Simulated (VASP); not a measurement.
The system is AlN.

```xyz
8
Lattice="-1.9856 1.9856 3.6735 1.9856 -1.9856 3.6735 1.9856 1.9856 -3.6735" Properties=species:S:1:pos:R:3 pbc="T T T"
Al    0.9928    1.1321    2.7551
Al    0.9928    0.8534   -0.9184
Al    1.1321   -0.9928    4.5919
Al    0.8534    2.9783    0.9184
N     0.8534    0.9928    0.9184
N     1.1321    0.9928    4.5919
N     2.9783    0.8534   -0.9184
N    -0.9928    1.1321    2.7551
```

* Program: VASP 6.6.1
* Task: relaxation of cell and atoms
* Functional: PBE
* Potentials or basis: VASP PAW PBE potentials, release 64 (Al, N)
* Cutoff: 600 eV
* k mesh: 6 × 6 × 6
* Occupations: gaussian, width 0.1 eV
* Spin: no spin polarisation

At the start: pressure 76.2 GPa; volume 7.24 Å³/atom.

**Question.** How do energy, volume and symmetry change on relaxing?

**Answer.** Over 10 steps the energy falls by 527.6 meV/atom and the volume is 8.43 Å³/atom (+16.4 %); space group Fm-3m (No. 225, to 0.05 Å).

Step by step:
```csv
step,energy change (eV),largest force (eV/Å),pressure (GPa),volume (Å³)
1,0.0000,5.5476,76.18,57.93
2,-0.0613,0.6468,-37.64,91.84
3,-3.9378,0.2734,-9.36,70.86
4,-3.9700,0.3397,-6.37,69.96
5,-3.9791,0.4121,-3.44,69.14
6,-4.1691,0.2738,-1.08,67.82
7,-4.2158,0.0707,2.16,66.80
8,-4.2159,0.0822,1.99,66.84
9,-4.2191,0.0234,-1.49,67.76
10,-4.2208,0.0321,-0.22,67.42
```

Final structure:
```
Al N
1.0
    -2.03585    2.03585    4.06664
     2.03585   -2.03585    4.06664
     2.03585    2.03585   -4.06664
Al N
4 4
Direct
  0.62544 0.62500 0.50044
  0.12456 0.12500 0.49956
  0.37500 0.87544 0.00044
  0.87500 0.37456 0.99956
  0.37500 0.37539 0.50039
  0.87500 0.87461 0.49961
  0.12539 0.62500 0.00039
  0.62461 0.12500 0.99961
```

Caveat: the volume moved by over 15 % at a fixed basis, so the end points are rough.
